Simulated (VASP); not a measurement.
# MgS (m.eBscan) (Imm2) in VASP: single point with r2SCAN

Aim: the single point of MgS (m.eBscan) with r2SCAN.

Everything below comes from runs of VASP 6.6.1. Logs are shortened: lines on timing, memory, paths and dates and some standing lists are left out, and cuts for length are marked.

## Step 1: The cell of the first run

The structure is orthorhombic, space group Imm2 (No. 44). The conventional cell has a = 3.893 Å, b = 4.119 Å, c = 5.825 Å, α = 90.00°, β = 90.00°, γ = 90.00°. Within 3.3 Å of Mg (site symmetry mm2) lie 4 S at 2.46 to 2.49 Å. S (site symmetry mm2) has 4 Mg at 2.46 to 2.49 Å within 3.3 Å.

## Step 2: Single point, r2SCAN

Contents of POSCAR:

```
MgS
1.0
    4.1189890000      0.0000000000      0.0000000000
    0.0000000000      5.8251301101      0.0000000000
    0.0000000000      0.0000000000      3.8927262636
Mg S
2 2
Direct
    0.0000000000      0.0047753545      0.0000000000
    0.5000000000      0.5047753545      0.5000000000
    0.5000000000      0.2452246455      0.0000000000
    0.0000000000      0.7452246455      0.5000000000
```

Contents of INCAR.step1:

```
ALGO = Normal
EDIFF = 1E-5
ENCUT = 660
GGA = PE
GGA_COMPAT = False
ISMEAR = 0
LASPH = True
LCHARG = False
LREAL = False
LWAVE = True
NBANDS = 16
NELM = 120
PREC = Accurate
SIGMA = 0.02
```

Contents of INCAR.step2:

```
ALGO = Normal
EDIFF = 1E-6
ENCUT = 660
GGA_COMPAT = False
ISIF = 2
ISMEAR = 0
ISTART = 1
LASPH = True
LCHARG = False
LMIXTAU = True
LREAL = False
LWAVE = False
METAGGA = R2SCAN
NBANDS = 16
NELM = 120
PREC = Accurate
SIGMA = 0.02
```

Contents of KPOINTS:

```
k-points
0
Gamma
  6 4 6
```

Potentials or basis: VASP PAW PBE potentials, release 64 (Mg, S).

Command:

```
$ cat potpaw_PBE.64/Mg/POTCAR potpaw_PBE.64/S/POTCAR > POTCAR
$ cp INCAR.step1 INCAR
$ mpirun -np 1 vasp_std > vasp.out
$ cp INCAR.step2 INCAR
$ mpirun -np 1 vasp_std > vasp.out
```

OUTCAR:

```text
EDIFF = 1E-6
   ENCUT = 660
   ISIF = 2
   ISMEAR = 0
   ISTART = 1
   LASPH = True
   LREAL = False
   METAGGA = R2SCAN
   NELM = 120
   PREC = Accurate

 ion  position               nearest neighbor table
   1  0.000  0.005  0.000-   4 2.46   4 2.46   3 2.49   3 2.49
   2  0.500  0.505  0.500-   3 2.46   3 2.46   4 2.49   4 2.49
   3  0.500  0.245  0.000-   2 2.46   2 2.46   1 2.49   1 2.49
   4  0.000  0.745  0.500-   1 2.46   1 2.46   2 2.49   2 2.49

  LATTYP: Found a simple orthorhombic cell.
 ALAT       =     3.8927262636
 B/A-ratio  =     1.0581244920
 C/A-ratio  =     1.4964140080

  Lattice vectors:

 A1 = (   0.0000000000,   0.0000000000,   3.8927262636)
 A2 = (   4.1189890000,   0.0000000000,   0.0000000000)
 A3 = (   0.0000000000,   5.8251301101,   0.0000000000)

Analysis of symmetry for initial positions (statically):
=====================================================================
 Subroutine PRICEL returns following result:

  LATTYP: Found a body centered orthorhombic cell.
 ALAT       =     3.8927262636
 B/A-ratio  =     1.0581244920
 C/A-ratio  =     1.4964140080

  Lattice vectors:

 A1 = (  -2.0594945000,  -2.9125650550,  -1.9463631318)
 A2 = (   2.0594945000,  -2.9125650551,   1.9463631318)
 A3 = (  -2.0594945000,   2.9125650551,   1.9463631318)

   2 primitive cells build up your supercell.

 Routine SETGRP: Setting up the symmetry group for a
 simple orthorhombic supercell.

 Subroutine GETGRP returns: Found  4 space group operations
 (whereof  4 operations were pure point group operations)
 out of a pool of  8 trial point group operations.

The static configuration has the point symmetry C_2v.

Analysis of symmetry for dynamics (positions and initial velocities):
=====================================================================
 Subroutine PRICEL returns following result:

  LATTYP: Found a body centered orthorhombic cell.
 ALAT       =     3.8927262636
 B/A-ratio  =     1.0581244920
 C/A-ratio  =     1.4964140080

  Lattice vectors:

 A1 = (  -2.0594945000,  -2.9125650550,  -1.9463631318)
 A2 = (   2.0594945000,  -2.9125650551,   1.9463631318)
 A3 = (  -2.0594945000,   2.9125650551,   1.9463631318)

   2 primitive cells build up your supercell.

 Routine SETGRP: Setting up the symmetry group for a
 simple orthorhombic supercell.

 Subroutine GETGRP returns: Found  4 space group operations
 (whereof  4 operations were pure point group operations)
 out of a pool of  8 trial point group operations.

The dynamic configuration has the point symmetry C_2v.

 Subroutine INISYM returns: Found  4 space group operations
 (whereof  4 operations are pure point group operations),
 and found     2 'primitive' translations

----------------------------------------------------------------------------------------

                                     Primitive cell

  volume of cell :      46.7003

  direct lattice vectors                    reciprocal lattice vectors
    -2.059494500 -2.912565055 -1.946363132    -0.242778021 -0.171669985  0.000000000
     2.059494500 -2.912565055  1.946363132    -0.000000000 -0.171669985  0.256889371
    -2.059494500  2.912565055  1.946363132    -0.242778021  0.000000000  0.256889371

  length of vectors
     4.063604587  4.063604587  4.063604587     0.297341137  0.308970440  0.353459073

  position of ions in fractional coordinates (direct lattice)
     0.995224646  0.995224646  0.000000000
     0.254775354  0.754775354  0.500000000

  ion indices of the primitive-cell ions
   primitive index   ion index
                 1           1
                 2           3

----------------------------------------------------------------------------------------

 KPOINTS: k-points

Automatic generation of k-mesh.
 Grid dimensions read from file:
 generate k-points for:    6    4    6

 Generating k-lattice:

  Cartesian coordinates                     Fractional coordinates (reciprocal lattice)
     0.040463004  0.000000000  0.000000000     0.166666667  0.000000000  0.000000000
     0.000000000  0.042917496  0.000000000     0.000000000  0.250000000  0.000000000
     0.000000000  0.000000000  0.042814895     0.000000000  0.000000000  0.166666667

  Length of vectors
     0.040463004  0.042917496  0.042814895

  Shift w.r.t. Gamma in fractional coordinates (k-lattice)
     0.000000000  0.000000000  0.000000000

 Subroutine IBZKPT returns following result:
 ===========================================

 Found     48 irreducible k-points:

 Following reciprocal coordinates:
            Coordinates               Weight
  0.000000  0.000000  0.000000      1.000000
  0.166667  0.000000  0.000000      2.000000
  0.333333  0.000000  0.000000      2.000000
  0.500000  0.000000  0.000000      1.000000
  0.000000  0.250000  0.000000      2.000000
  0.166667  0.250000  0.000000      4.000000
[... 16 lines left out ...]
  0.333333  0.500000  0.166667      4.000000
  0.500000  0.500000  0.166667      2.000000
 [... further k-points ...]
   k-points           NKPTS =     48   k-points in BZ     NKDIM =     48   number of bands    NBANDS=     16
   number of dos      NEDOS =    301   number of ions     NIONS =      4
   total plane-waves  NPLWV =  64800
   dimension x,y,z NGX =    36 NGY =   50 NGZ =   36
   dimension x,y,z NGXF=    72 NGYF=  100 NGZF=   72
   ions per type =               2   2
   NGX,Y,Z   is equivalent  to a cutoff of  14.53, 14.27, 15.37 a.u.
   NGXF,Y,Z  is equivalent  to a cutoff of  29.06, 28.54, 30.75 a.u.
 SYSTEM =  unknown system
   PREC   = accura    normal or accurate (medium, high low for compatibility)
   ISTART =      1    job   : 0-new  1-cont  2-samecut
   ICHARG =      0    charge: 1-file 2-atom 10-const
   ISPIN  =      1    spin polarized calculation?
   LNONCOLLINEAR =      F non collinear calculations
   LSORBIT =      F    spin-orbit coupling
   LASPH  =      T    aspherical Exc in radial PAW
   ENCUT  =  660.0 eV  48.51 Ry    6.96 a.u.   8.63 12.20  8.15*2*pi/ulx,y,z
   NELM   =    120;   NELMIN=  2; NELMDL=  0     # of ELM steps
   EDIFF  = 0.1E-05   stopping-criterion for ELM
   LREAL  =      F    real-space projection
   EDIFFG = 0.1E-04   stopping-criterion for IOM
   NSW    =      0    number of steps for IOM
   IBRION =     -1    ionic relax: 0-MD 1-quasi-New 2-CG
   NFREE  =      0    steps in history (QN), initial steepest desc. (CG)
   ISIF   =      2    stress and relaxation
   ISYM   =      2    0-nonsym 1-usesym 2-fastsym
   POTIM  = 0.5000    time-step for ionic-motion
   TEBEG  =    0.0;   TEEND  =   0.0 temperature during run
   PSTRESS=    0.0 pullay stress
   NELECT =      16.0000    total number of electrons
   NUPDOWN=      -1.0000    fix difference up-down
   EMIN   =  10.00;   EMAX   =-10.00  energy-range for DOS
   EFERMI =   0.00;   METHOD = LEGACY
   ISMEAR =     0;   SIGMA  =   0.02  broadening in eV -4-tet -1-fermi 0-gaus
   EFERMI_NEDOS =   21; number of points for ismear=-14 and -15
   IALGO  =     38    algorithm
   IMIX   =      4    mixing-type and parameters
     AMIX     =   0.40;   BMIX     =  1.00
     AMIX_MAG =   1.60;   BMIX_MAG =  1.00
  volume/ion in A,a.u.               =      23.35       157.57
  Fermi-wavevector in a.u.,A,eV,Ry     =   0.909211  1.718160 11.247461  0.826665
  Thomas-Fermi vector in A             =   2.033229
   LORBIT       =      0    0 simple, 1 ext, 2 COOP (PROOUT), +10 PAW based schemes
   METAGGA = R2SCAN    functional components
   LHFCALC =     F    Hartree Fock is set to
   AEXX    =    0.0000 exact exchange contribution
   IVDW    =     0    specifies the selected vdW correction
   LEPSILON=     F    determine dielectric tensor
   LRPA    =     F    only Hartree local field effects (RPA)
 non-spin polarized calculation
 Gauss-broadening in eV      SIGMA  =   0.02
  energy-cutoff  :      660.00
  volume of cell :       93.40
 maximum number of plane-waves:      3632
 NGX is ok and might be reduce to    36
   NGX = 17   NGY = 25   NGZ = 17

 number of electron      15.9999999 magnetization

 Free energy of the ion-electron system (eV)
  ---------------------------------------------------
  ext. energy  EPLUGINS =         0.00000000
  ---------------------------------------------------
  free energy    TOTEN  =       -30.84861652 eV

  energy without entropy =      -30.84861652  energy(sigma->0) =      -30.84861652

 E-fermi :   0.9475     XC(G=0):  -8.6632

 val. band max:        0.8125522938   @ k =   0.0000   0.0000   0.0000
 cond. band min:       4.5347056225   @ k =   0.0000   0.0000   0.0000
 fundamental gap:      3.7221533287
 Fermi energy:         0.9475257623

 k-point     1 :       0.0000    0.0000    0.0000
  band No.  band energies     occupation
      1     -11.0418      2.00000
      2     -10.2084      2.00000
      3      -2.2231      2.00000
      4      -0.5573      2.00000
      5      -0.0689      2.00000
      6       0.4696      2.00000
[... 8 lines left out ...]
     15      11.7414      0.00000
     16      12.1983      0.00000

 k-point     2 :       0.1667    0.0000    0.0000
  band No.  band energies     occupation
      1     -10.9488      2.00000
      2     -10.2133      2.00000
      3      -2.0705      2.00000
      4      -0.9828      2.00000
      5      -0.1841      2.00000
      6       0.0191      2.00000
[... 8 lines left out ...]
     15      11.3195      0.00000
     16      11.4776      0.00000

 k-point     3 :       0.3333    0.0000    0.0000
  band No.  band energies     occupation
      1     -10.7115      2.00000
      2     -10.2698      2.00000
      3      -1.8043      2.00000
      4      -1.4077      2.00000
      5      -1.2008      2.00000
      6      -0.1606      2.00000
[... 8 lines left out ...]
     15      10.0592      0.00000
     16      10.8555      0.00000

 k-point     4 :       0.5000    0.0000    0.0000
  band No.  band energies     occupation
      1     -10.4442      2.00000
      2     -10.4442      2.00000
      3      -1.7869      2.00000
      4      -1.7869      2.00000
      5      -0.8540      2.00000
      6      -0.8540      2.00000
[... 8 lines left out ...]
     15      10.2516      0.00000
     16      10.2516      0.00000

 k-point     5 :       0.0000    0.2500    0.0000
  band No.  band energies     occupation
      1     -10.9335      2.00000
      2     -10.3467      2.00000
      3      -1.9271      2.00000
      4      -0.4302      2.00000
      5      -0.0864      2.00000
      6       0.0432      2.00000
[... 8 lines left out ...]
     15      10.2821      0.00000
     16      10.9186      0.00000

 k-point     6 :       0.1667    0.2500    0.0000
  band No.  band energies     occupation
      1     -10.8506      2.00000
      2     -10.3318      2.00000
      3      -1.9579      2.00000
      4      -0.7751      2.00000
      5      -0.6747      2.00000
      6       0.1207      2.00000
[... 8 lines left out ...]
     15       9.8994      0.00000
     16      10.8240      0.00000
[... 267 lines left out ...]
 k-point    21 :       0.0000    0.5000    0.1667
  band No.  band energies     occupation
      1     -10.5807      2.00000
      2     -10.5807      2.00000
      3      -1.3836      2.00000
      4      -1.3836      2.00000
      5      -0.0248      2.00000
      6      -0.0248      2.00000
[... 8 lines left out ...]
     15       9.9479      0.00000
     16       9.9479      0.00000

 k-point    22 :       0.1667    0.5000    0.1667
  band No.  band energies     occupation
      1     -10.5288      2.00000
      2     -10.5288      2.00000
      3      -1.5419      2.00000
      4      -1.5419      2.00000
      5      -0.3386      2.00000
      6      -0.3386      2.00000
[... 8 lines left out ...]
     15      10.1098      0.00000
     16      10.1098      0.00000

 k-point    23 :       0.3333    0.5000    0.1667
  band No.  band energies     occupation
      1     -10.4202      2.00000
      2     -10.4202      2.00000
      3      -2.0497      2.00000
      4      -2.0497      2.00000
      5      -0.2989      2.00000
      6      -0.2989      2.00000
[... 8 lines left out ...]
     15       9.5809      0.00000
     16       9.5809      0.00000

 k-point    24 :       0.5000    0.5000    0.1667
  band No.  band energies     occupation
      1     -10.3632      2.00000
      2     -10.3632      2.00000
      3      -2.3235      2.00000
      4      -2.3235      2.00000
      5      -0.0754      2.00000
      6      -0.0754      2.00000
[... 8 lines left out ...]
     15      10.1381      0.00000
     16      10.1381      0.00000

 [... further k-points ...]

------------------------ aborting loop because EDIFF is reached ----------------------------------------

  FORCE on cell =-STRESS in cart. coord.  units (eV):
  Direction    XX          YY          ZZ          XY          YZ          ZX
  --------------------------------------------------------------------------------------
  -------------------------------------------------------------------------------------
  Total       -2.0677764     -1.4843472      0.1372333      0.0000000      0.0000000      0.0000000
  in kB      -35.4702313    -25.4622018      2.3540726      0.0000000      0.0000000      0.0000000
  external PRESSURE =     -19.5261202 kB  Pullay stress =       0.0000000 kB

 VOLUME and BASIS-vectors are now :
 -----------------------------------------------------------------------------
  energy-cutoff  :      660.00
  volume of cell :       93.40
      direct lattice vectors                 reciprocal lattice vectors
     4.118989000  0.000000000  0.000000000     0.242778021  0.000000000  0.000000000
     0.000000000  5.825130110  0.000000000     0.000000000  0.171669985  0.000000000
     0.000000000  0.000000000  3.892726264     0.000000000  0.000000000  0.256889371

 POSITION                                       TOTAL-FORCE (eV/Angst)
 -----------------------------------------------------------------------------------
      0.00000      0.02782      0.00000        -0.000000     -0.012277      0.000000
      2.05949      2.94038      1.94636        -0.000000     -0.012277      0.000000
      2.05949      1.42847      0.00000         0.000000      0.012277     -0.000000
      0.00000      4.34103      1.94636         0.000000      0.012277     -0.000000
 -----------------------------------------------------------------------------------
    total drift:                                0.000000     -0.001787      0.000000

  FREE ENERGIE OF THE ION-ELECTRON SYSTEM (eV)
  ---------------------------------------------------
  free  energy   TOTEN  =       -30.8486165199 eV

  energy  without entropy=      -30.8486165199  energy(sigma->0) =      -30.84861652
```

Run time: 4.4 min. Hardware: 1 thread of Intel Xeon 6975P-C, shared host; peak memory 0.32 GiB.

What came out:

- Free energy: -30.8486 eV
- Pressure: -2.0 GPa
- Largest force: 0.012 eV/Å
- Band gap on the k mesh: 3.72 eV

Forces in eV/Å, atoms in the order of the input:
```
Mg   0.000 -0.012  0.000
Mg   0.000 -0.012  0.000
S    0.000  0.012  0.000
S    0.000  0.012  0.000
```

Levels at points of the mesh, in eV from the valence-band top:
| k point | band 6 | band 7 | band 8 | band 9 | band 10 | band 11 |
| --- | --- | --- | --- | --- | --- | --- |
| (0.00, 0.00, 0.00) | -0.34 | -0.27 | 0.00 | 3.72 | 4.11 | 6.22 |
| (0.50, 0.00, 0.00) | -1.67 | -0.30 | -0.30 | 6.99 | 6.99 | 7.17 |
| (0.00, 0.50, 0.00) | -0.91 | -0.48 | -0.48 | 5.32 | 5.32 | 7.04 |
| (0.50, 0.50, 0.00) | -0.59 | -0.28 | -0.28 | 5.55 | 5.55 | 7.88 |
| (0.00, 0.00, 0.50) | -1.57 | -0.62 | -0.62 | 6.62 | 6.62 | 7.04 |
| (0.50, 0.00, 0.50) | -1.27 | -1.26 | -1.26 | 4.10 | 4.10 | 5.94 |
| (0.00, 0.50, 0.50) | -0.62 | -0.61 | -0.61 | 5.34 | 5.34 | 7.79 |
| (0.50, 0.50, 0.50) | -1.99 | -1.50 | -1.50 | 5.63 | 5.63 | 8.17 |

Caveat: the PAW data sets were made with another functional, which shifts forces and pressure a little. A k mesh can miss the band edges.
